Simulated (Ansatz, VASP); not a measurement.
## Tl in VASP and in Ansatz

INCAR

```
SYSTEM = Tl
ALGO = Fast ; EDIFF = 1E-6
EDIFFG = -0.005 ; ENCUT = 600
GGA = PE ; IBRION = 2
ISIF = 3 ; ISMEAR = 0
LASPH = .True. ; LCHARG = .False.
LREAL = .False. ; LWAVE = .False.
NELM = 100 ; NSW = 100
PREC = Accurate ; SIGMA = 0.1
```

KPOINTS

```
k-points
0
Gamma
  15 15 8
  0 0 0
```

POSCAR

```
Tl
1.0
    3.6124296579      0.0000000000      0.0000000000
   -1.8062148290      3.1284558532      0.0000000000
    0.0000000000      0.0000000000      5.5652678490
Tl
2
Direct
    0.3333333333      0.6666666667      0.7500000000
    0.6666666667      0.3333333333      0.2500000000
```

Input for Ansatz:

```yaml
crystal:
  lattice:
    - [3.6124296579, 0.0, 0.0]
    - [-1.806214829, 3.1284558532, 0.0]
    - [0.0, 0.0, 5.565267849]
  atoms:
    - { symbol: Tl, position: [0.3333333333, 0.6666666667, 0.75] }
    - { symbol: Tl, position: [0.6666666667, 0.3333333333, 0.25] }
basis:
  ecutwfc: 420
kpoints:
  mp_grid: { grid: [15, 15, 8] }
hamiltonian:
  xc: pbe
scf:
  occupations: { method: gaussian, width: 0.1 }
output:
  forces: true
  stress: true
  eigenvalues: true
  write_density: true
  write_potential: true
  elf: true
  volumetric_format: npy
relax:
  adjacent_minimum: "off"
  f_tol: 0.005
  max_steps: 80
  cell: { stress_tol: 0.05 }
```

Alike in both runs: task relaxation of cell and atoms; functional PBE; k mesh 15 × 15 × 8; occupations gaussian, width 0.1 eV; no spin polarisation.

```csv
,VASP,Ansatz
version,VASP 6.6.1,Ansatz 0.2.0
potentials or method,"VASP PAW PBE potentials, release 64 (Tl_d), cutoff 600 eV","scalar-relativistic, plane waves, PAW"
valence electrons in the cell,26,26
```

Ansatz gave:

```
gap on the k mesh at the Fermi level, each at its own relaxed structure (eV) : none
relaxed volume (Å³/atom)                                                     : 31.45
relaxed length of the cell vector where the two differ most in proportion (Å)              : 3.612
```

Problem. Estimate VASP's values.

Solution. gap on the k mesh at the Fermi level, each at its own relaxed structure (eV): none; relaxed volume (Å³/atom): 31.42; relaxed length of the cell vector where the two differ most in proportion (Å): 3.611.

A gap of «none» marks a metal or a gap that the smearing closes.

Neither program's run includes spin-orbit coupling.
